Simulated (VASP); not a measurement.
Set up this calculation in VASP 6.6.1, as the native input.

```yaml
Task: single point
Functional: PBE
Potentials_or_basis: VASP PAW PBE potentials, release 64 (Al)
Cutoff: 500 eV
k_mesh: 18 × 18 × 18
Occupations: gaussian, width 0.1 eV
Spin: no spin polarisation
Dipole_correction: no
Further_INCAR_settings: ALGO = Normal; EDIFF = 1e-06; NBANDS = 8
```

The structure of Al lies in POSCAR:

```
Al
1.0
   -1.6177602652      1.6177602652      1.6177602652
    1.6177602652     -1.6177602652      1.6177602652
    1.6177602652      1.6177602652     -1.6177602652
Al
1
Direct
    0.0000000000      0.0000000000      0.0000000000
```

These files were run (other wordings do the same):

INCAR

```
PREC = Accurate
ENCUT = 500
EDIFF = 1E-6
ISMEAR = 0
SIGMA = 0.1
LREAL = F
LASPH = T
NELM = 120
ALGO = Normal
ISIF = 2
LWAVE = F
LCHARG = T
GGA = PE
LELF = T
LVHAR = T
NBANDS = 8
GGA_COMPAT = F
```

KPOINTS

```
Automatic mesh
0
Gamma
  18 18 18
```

Potentials or basis: VASP PAW PBE potentials, release 64 (Al).

Run with:

```bash
$ cat potpaw_PBE.64/Al/POTCAR > POTCAR
$ mpirun -np 1 vasp_std > vasp.out
```

Results of the run:

| Property | Result |
| --- | --- |
| Pressure | 0.0 GPa |

Wall time 19 s on 1 thread of Intel Xeon 8259CL, on a shared host, peak memory 0.13 GiB.
